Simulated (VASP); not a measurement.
# Au (P6_3/mmc) in VASP: notebook, part 2 of 2

VASP 6.6.1. Earlier steps stand in the parts before.

## 3. Single point, PBE

This run uses another cell than the first one, of the same volume but with other edges.

Input file INCAR:

```
SYSTEM = Au
PREC = Accurate ; ENCUT = 520
EDIFF = 1E-6 ; ISMEAR = 0
SIGMA = 0.15 ; LREAL = .False.
LASPH = .True. ; NELM = 60
ALGO = Fast ; ISIF = 2
LWAVE = .False. ; LCHARG = .False.
GGA = PE ; NBANDS = 18
```

Input file KPOINTS:

```
Automatic mesh
0
Gamma
  24 24 12
  0 0 0
```

Input file POSCAR:

```
Au
1.0
    2.6571534921      0.0000000000      0.0000000000
   -1.3285767460      2.3011624259      0.0000000000
    0.0000000000      0.0000000000      5.8127555150
Au
2
Direct
    0.3333333333      0.6666666667      0.7500000000
    0.6666666667      0.3333333333      0.2500000000
```

Potentials or basis: VASP PAW PBE potentials, release 64 (Au).

On the command line:

```bash
$ cat potpaw_PBE.64/Au/POTCAR > POTCAR
$ mpirun -np 1 vasp_std > vasp.out
```

OUTCAR:

```text
SYSTEM = Au
   PREC = Accurate
   ENCUT = 520
   EDIFF = 1E-6
   ISMEAR = 0
   LREAL = .False.
   LASPH = .True.
   NELM = 60
   ISIF = 2
   GGA = PE

 ion  position               nearest neighbor table
   1  0.333  0.667  0.750-   2 3.29   2 3.29   2 3.29   2 3.29   2 3.29   2 3.29
   2  0.667  0.333  0.250-   1 3.29   1 3.29   1 3.29   1 3.29   1 3.29   1 3.29

  LATTYP: Found a hexagonal cell.
 ALAT       =     2.6571534921
 C/A-ratio  =     2.1875874060

  Lattice vectors:

 A1 = (   2.6571534921,   0.0000000000,   0.0000000000)
 A2 = (  -1.3285767460,   2.3011624259,   0.0000000000)
 A3 = (   0.0000000000,   0.0000000000,   5.8127555150)

Analysis of symmetry for initial positions (statically):
=====================================================================
 Subroutine PRICEL returns:
 Original cell was already a primitive cell.

 Routine SETGRP: Setting up the symmetry group for a
 hexagonal supercell.

 Subroutine GETGRP returns: Found 24 space group operations
 (whereof 12 operations were pure point group operations)
 out of a pool of 24 trial point group operations.

The static configuration has the point symmetry D_3d.
 The point group associated with its full space group is D_6h.

[... 157 lines left out ...]
  ext. energy  EPLUGINS =         0.00000000
  ---------------------------------------------------
  free energy    TOTEN  =        -5.91066695 eV

  energy without entropy =       -5.90426693  energy(sigma->0) =       -5.90746694

 E-fermi :   8.6947     XC(G=0): -12.3606

 val. band max:        8.6942517170   @ k =   0.4167   0.0417   0.1667
 cond. band min:       8.6970363642   @ k =   0.2917   0.1250   0.4167
 fundamental gap:      0.0027846472
 Fermi energy:         8.6947482179

 k-point     1 :       0.0000    0.0000    0.0000
  band No.  band energies     occupation
      1      -0.9155      2.00000
      2       0.3292      2.00000
      3       3.0030      2.00000
      4       3.9975      2.00000
      5       3.9975      2.00000
      6       4.0708      2.00000
[... 481 lines left out ...]
      5       4.9199      2.00000
      6       5.4562      2.00000
[... 10 lines left out ...]
     17      22.1906      0.00000
     18      24.8818      0.00000

 [... further k-points ...]
[... 5 lines left out ...]
  --------------------------------------------------------------------------------------
  -------------------------------------------------------------------------------------
  Total        6.2274241      6.2274241      0.2835769      0.0000000      0.0000000      0.0000000
  in kB      280.7198047    280.7198047     12.7830798      0.0000000      0.0000000      0.0000000
  external PRESSURE =     191.4075631 kB  Pullay stress =       0.0000000 kB

 VOLUME and BASIS-vectors are now :
 -----------------------------------------------------------------------------
  energy-cutoff  :      520.00
  volume of cell :       35.54
      direct lattice vectors                 reciprocal lattice vectors
     2.657153492  0.000000000  0.000000000     0.376342580  0.217281490  0.000000000
    -1.328576746  2.301162426  0.000000000     0.000000000  0.434562979  0.000000000
     0.000000000  0.000000000  5.812755515     0.000000000  0.000000000  0.172035448

 POSITION                                       TOTAL-FORCE (eV/Angst)
 -----------------------------------------------------------------------------------
     -0.00000      1.53411      4.35957         0.000000      0.000000      0.000000
      1.32858      0.76705      1.45319        -0.000000     -0.000000      0.000000
 -----------------------------------------------------------------------------------
    total drift:                               -0.000000      0.000000     -0.000000

  FREE ENERGIE OF THE ION-ELECTRON SYSTEM (eV)
  ---------------------------------------------------
  free  energy   TOTEN  =        -5.9106669531 eV

  energy  without entropy=       -5.9042669262  energy(sigma->0) =       -5.90746694
```

stdout:

```text
POSCAR found type information on POSCAR Au
 POSCAR found :  1 types and       2 ions
 scaLAPACK will be used
 LDA part: xc-table for (Slater+PW92), standard interpolation
 POSCAR, INCAR and KPOINTS ok, starting setup
 FFT: planning ... GRIDC
 FFT: planning ... GRID_SOFT
 FFT: planning ... GRID
 WAVECAR not read
 entering main loop
```

Wall time 5.6 min (1 thread of AMD EPYC 7R13 (Zen 3), shared host); peak memory 0.3 GiB.

Results:

```yaml
Free_energy: -5.9107 eV
Pressure: 19.1 GPa
Band_gap_on_the_k_mesh: zero (band 11 reaches 14.00 eV, above the bottom of band 12 at 6.25 eV)
```

Levels at points of the mesh, in eV from the Fermi level:
| k point | band 8 | band 9 | band 10 | band 11 | band 12 | band 13 | band 14 | band 15 |
| --- | --- | --- | --- | --- | --- | --- | --- | --- |
| (0.00, 0.00, 0.00) | -2.29 | -2.29 | -1.97 | -1.93 | -1.93 | -0.32 | 10.09 | 16.14 |
| (0.50, 0.00, 0.00) | -2.35 | -0.88 | -0.86 | 0.98 | 2.38 | 5.51 | 6.48 | 7.08 |
| (0.00, 0.00, 0.50) | -4.67 | -2.10 | -2.10 | -2.10 | -2.10 | 5.38 | 5.38 | 16.42 |
| (0.50, 0.00, 0.50) | -2.58 | -0.87 | -0.87 | 1.00 | 1.00 | 5.28 | 5.28 | 10.21 |

Caveat: spin-orbit coupling is left out, which moves the levels of the heavy elements.
